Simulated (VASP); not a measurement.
BC7: single point with LDA

The system is BC7.

```
CELL_PARAMETERS angstrom
2.53582 0.00000 0.00000
-1.26791 2.19608 0.00000
0.00000 0.00000 8.52227
ATOMIC_POSITIONS crystal
B 0.00000 0.00000 0.32287
C 0.00000 0.00000 0.51218
C 0.33333 0.66667 0.00002
C 0.33333 0.66667 0.81628
C 0.66667 0.33333 0.75496
C 0.66667 0.33333 0.57353
C 0.66667 0.33333 0.06355
C 0.66667 0.33333 0.23909
```

```yaml
Program: VASP 6.6.1
Task: single point
Functional: LDA
Potentials_or_basis: VASP PAW LDA potentials, release 64 (B, C)
Cutoff: 520 eV
k_mesh: 10 × 10 × 3
Occupations: methfessel-paxton, width 0.05 eV
Spin: no spin polarisation
```

The pressure is -12.8 GPa and the largest force is 0.177 eV/Å. The band gap on the k mesh is zero (an odd number of electrons rules out a gap without spin polarisation).

Forces on the atoms (eV/Å):
```
B    0.000  0.000 -0.034
C    0.000  0.000  0.166
C    0.000  0.000 -0.050
C    0.000  0.000 -0.003
C    0.000  0.000  0.062
C    0.000  0.000 -0.044
C    0.000  0.000  0.080
C    0.000  0.000 -0.177
```

Stress tensor (GPa, compression positive):
```
-12.62   0.00   0.00
  0.00 -12.62   0.00
  0.00   0.00 -13.19
```

Levels at points of the mesh, in eV from the Fermi level:
```
           k point  band 14  band 15  band 16  band 17  band 18  band 19
(0.00, 0.00, 0.00)     0.48     2.46     2.46     6.23     6.23     6.64
(0.50, 0.00, 0.00)    -3.01    -2.15    -0.45     5.36     6.01     6.75
```

It took 60 s on 1 thread of Intel Xeon 8259CL, with other jobs on the host, peak memory 0.16 GiB.

Caveat: the cell stands under tension.
